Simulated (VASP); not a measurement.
Wanted: the native input for a VASP 6.6.1 run.

| Quantity | Value |
| --- | --- |
| Task | single point |
| Functional | PBE |
| Potentials or basis | VASP PAW PBE potentials, release 64 (Br) |
| Cutoff | 520 eV |
| k mesh | 12 × 12 × 10 |
| Occupations | fermi-dirac, width 0.02 eV |
| Spin | no spin polarisation |
| Dipole correction | no |
| Further INCAR settings | ALGO = Normal; EDIFF = 1e-06; NBANDS = 14 |

The structure of Br lies in POSCAR:

```
Br
1.0
    3.9125922103      0.0000000000      0.0000000000
   -1.9562961052      3.3884042488      0.0000000000
    0.0000000000      0.0000000000      4.2808160525
Br
2
Direct
    0.3333333333      0.6666666667      0.2500000000
    0.6666666667      0.3333333333      0.7500000000
```

One way to write it, as run:

INCAR

```
PREC     = Accurate       # precision mode
ENCUT    = 520            # plane-wave cutoff, eV
EDIFF    = 1E-6           # SCF threshold, eV
ISMEAR   = -1             # smearing method
SIGMA    = 0.02           # smearing width, eV
LREAL    = F              # projectors in reciprocal space
LASPH    = T              # aspherical terms in the spheres
NELM     = 80             # most SCF steps
ALGO     = Normal         # electronic algorithm
ISIF     = 2              # what is computed and relaxed
LWAVE    = F              # write WAVECAR
LCHARG   = F              # write CHGCAR
GGA      = PE             # functional
NBANDS   = 14             # bands
```

KPOINTS

```
Automatic mesh
0
Gamma
  12 12 10
```

Potentials or basis: VASP PAW PBE potentials, release 64 (Br).

Command:

```bash
$ cat potpaw_PBE.64/Br/POTCAR > POTCAR
$ mpirun -np 1 vasp_std > vasp.out
```

Results of the run:

| Item | Value |
| --- | --- |
| Pressure | 0.3 GPa |
| Band gap on the k mesh | zero (bands 7 and 8 overlap by 1.97 eV) |

Wall time 24 s on 1 thread of Intel(R) Xeon(R) 6975P-C (Granite Rapids) (shared host), peak memory 0.21 GiB.
